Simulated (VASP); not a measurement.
Wanted: the native input for a VASP 6.6.1 run.

| Item | Value |
| --- | --- |
| Task | single point |
| Functional | PBE |
| Potentials or basis | VASP PAW PBE potentials, release 64 (Sc_sv, Al, P) |
| Cutoff | 520 eV |
| k mesh | 4 × 4 × 4 |
| Occupations | gaussian, width 0.1 eV |
| Spin | no spin polarisation |
| Dipole correction | no |
| Further INCAR settings | ALGO = Normal; EDIFF = 1e-06; NBANDS = 24 |

The structure of ScAl3P2 lies in POSCAR:

```
ScAl3P2
1.0
    4.8932986009      0.0000000000      0.0000000000
    0.0000000000      4.8932986009      0.0000000000
    0.0000000000      0.0000000000      5.2199884397
Sc Al P
1 3 2
Direct
    0.0000000000      0.0000000000      0.0000000000
    0.5000000000      0.0000000000      0.5000000000
    0.0000000000      0.5000000000      0.5000000000
    0.0000000000      0.0000000000      0.5000000000
    0.5000000000      0.5000000000      0.2096752308
    0.5000000000      0.5000000000      0.7903247692
```

The cell was built from a structure type or drawn by symmetry, and may not be a known phase.

The input as run:

INCAR

```
SYSTEM = ScAl3P2
PREC = Accurate
ENCUT = 520
EDIFF = 1E-6
ISMEAR = 0
SIGMA = 0.1
LREAL = .False.
LASPH = .True.
NELM = 60
ALGO = Normal
ISIF = 2
LWAVE = .False.
LCHARG = .False.
GGA = PE
NBANDS = 24
```

KPOINTS

```
Automatic mesh
0
Gamma
  4 4 4
  0 0 0
```

Potentials or basis: VASP PAW PBE potentials, release 64 (Sc_sv, Al, P).

Run with:

```console
$ cat potpaw_PBE.64/Sc_sv/POTCAR potpaw_PBE.64/Al/POTCAR potpaw_PBE.64/P/POTCAR > POTCAR
$ mpirun -np 1 vasp_std > vasp.out
```

It gave:

The pressure is 0.0 GPa, the largest force is 0.041 eV/Å and the band gap on the k mesh is zero (bands 15 and 16 overlap by 1.45 eV).

It took 29 s on 1 thread of AMD EPYC 9R45 96-Core Processor (Zen 5), with other jobs on the host, peak memory 0.2 GiB.
